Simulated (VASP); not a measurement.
Wanted: the native input for a VASP 6.6.1 run.

* Task: single point
* Functional: PBE
* Potentials or basis: VASP PAW PBE potentials, release 64 (Zn)
* Cutoff: 520 eV
* k mesh: 20 × 20 × 20
* Occupations: gaussian, width 0.15 eV
* Spin: no spin polarisation
* Dipole correction: no
* Further INCAR settings: ALGO = Fast; EDIFF = 1e-06; NBANDS = 12

The structure of Zn lies in POSCAR:

```
Zn
1.0
   -0.0458673236      1.9643393415      1.8268355876
    1.9643393415     -0.0458673236      1.8268355876
    1.9184720179      1.9184720179      0.0000000000
Zn
1
Direct
    0.0000000000      0.0000000000      0.0000000000
```

This cell differs from its parent crystal: engineering shear strain xy -0.0467, normal strain along z -0.0700.

One way to write it, as run:

INCAR

```
  PREC = Accurate
  ENCUT = 520
  EDIFF = 1E-6
  ISMEAR = 0
  SIGMA = 0.15
  LREAL = False
  LASPH = True
  NELM = 80
  ALGO = Fast
  ISIF = 2
  LWAVE = False
  LCHARG = False
  GGA = PE
  NBANDS = 12
```

KPOINTS

```
Automatic mesh
0
Gamma
  20 20 20
```

Potentials or basis: VASP PAW PBE potentials, release 64 (Zn).

Run with:

```console
$ cat potpaw_PBE.64/Zn/POTCAR > POTCAR
$ mpirun -np 1 vasp_std > vasp.out
```

It gave:

```yaml
Pressure: 6.8 GPa
Band_gap_on_the_k_mesh: zero (bands 6 and 7 overlap by 3.61 eV)
```

Caveat: the cell differs from its parent crystal (engineering shear strain xy -0.0467, normal strain along z -0.0700); the cell stands under pressure.

It took 61 s on 1 thread of Intel(R) Xeon(R) 6975P-C (Granite Rapids), on a shared host, peak memory 0.28 GiB.
